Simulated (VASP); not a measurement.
Input of a VASP 6.6.1 run:

The input INCAR:

```
  ALGO = Normal
  EDIFF = 1E-7
  ENCUT = 520
  GGA = PE
  ISIF = 2
  ISMEAR = 0
  ISPIN = 2
  LASPH = True
  LCHARG = True
  LDAU = True
  LDAUJ = 0 0
  LDAUL = 2 -1
  LDAUPRINT = 1
  LDAUTYPE = 2
  LDAUU = 5.3 0
  LELF = True
  LMAXMIX = 4
  LORBIT = 11
  LREAL = False
  LVHAR = True
  LWAVE = False
  MAGMOM = 4 4 4 4 0 0 0 0 0 0
  NBANDS = 49
  NELM = 150
  PREC = Accurate
  SIGMA = 0.05
```

The input KPOINTS:

```
k-points
0
Gamma
  6 6 6
```

POSCAR

```
Fe2O3
1.0
   -2.5190000000      4.3630359843      0.0000000000
   -5.0380000000      0.0000000000      0.0000000000
   -2.5190000000      1.4543453281      4.5906666667
Fe O
4 6
Direct
    0.6447000000      0.6447000000      0.0659000000
    0.8553000000      0.8553000000      0.4341000000
    0.3553000000      0.3553000000      0.9341000000
    0.1447000000      0.1447000000      0.5659000000
    0.7500000000      0.4441000000      0.7500000000
    0.0559000000      0.7500000000      0.7500000000
    0.4441000000      0.0559000000      0.7500000000
    0.2500000000      0.5559000000      0.2500000000
    0.9441000000      0.2500000000      0.2500000000
    0.5559000000      0.9441000000      0.2500000000
```

Potentials or basis: VASP PAW PBE potentials, release 64 (Fe, O).

The run is started by

```bash
$ cat potpaw_PBE.64/Fe/POTCAR potpaw_PBE.64/O/POTCAR > POTCAR
$ mpirun -np 1 vasp_std > vasp.out
```

Q: Predict the largest force.

A: 0.419 eV/Å.

Q: What does it give for the site moments?

A: Fe +4.43; O +0.34 μB.

Q: Estimate the pressure.

A: 7.2 GPa.

Forces in eV/Å, atoms in the order of the input:
```
Fe   0.000  0.000 -0.419
Fe   0.000  0.000  0.419
Fe   0.000  0.000  0.419
Fe   0.000  0.000 -0.419
O   -0.189  0.000  0.000
O    0.094 -0.164  0.000
O    0.094  0.164  0.000
O    0.189  0.000  0.000
O   -0.094  0.164  0.000
O   -0.094 -0.164  0.000
```

Caveat: the cell stands under pressure; the run started ferromagnetic, and an antiferromagnetic order may lie lower in energy. The state reached can hang on the start; a lower one may exist.
